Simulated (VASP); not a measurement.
# KCl: single point with PBE-based screened hybrid

KCl:

```xyz
2
Lattice="0.0000 3.1448 3.1448 3.1448 0.0000 3.1448 3.1448 3.1448 0.0000" Properties=species:S:1:pos:R:3 pbc="T T T"
K     0.0000    0.0000    0.0000
Cl    3.1448    3.1448    3.1448
```

```json
{"Program": "VASP 6.6.1", "Task": "single point", "Functional": "PBE-based screened hybrid", "Potentials or basis": "VASP PAW PBE potentials, release 64 (K_sv, Cl)", "Cutoff": "520 eV", "k mesh": "4 × 4 × 4", "Occupations": "gaussian, width 0.01 eV", "Spin": "no spin polarisation", "Dipole correction": "no", "Grid for exact exchange (PRECFOCK)": "Normal", "Share of exact exchange": "0.75", "Further INCAR settings": "ALGO = Normal; EDIFF = 1e-06; NBANDS = 15", "Screening parameter": "0.1 1/Å"}
```

```yaml
Pressure: -0.3 GPa
Band_gap_on_the_k_mesh: 10.32 eV, direct
```

Levels at points of the mesh, in eV from the valence-band top:
```csv
k point,band 5,band 6,band 7,band 8,band 9,band 10,band 11,band 12
"(0.00, 0.00, 0.00)",-12.74,0.00,0.00,0.00,10.32,14.16,14.16,14.16
"(0.50, 0.00, 0.00)",-12.53,-1.20,-0.36,-0.36,12.70,14.24,17.05,17.05
"(0.50, 0.50, 0.00)",-12.80,-0.79,-0.28,-0.28,11.77,13.98,15.48,16.82
```

Wall time 16 min on 1 thread of Oxide Virtual Turin-like Processor, with other jobs on the host, peak memory 0.28 GiB.

Caveat: the k points lie up to 0.43 Å⁻¹ apart; the PAW data sets were made with another functional, which shifts forces and pressure a little.
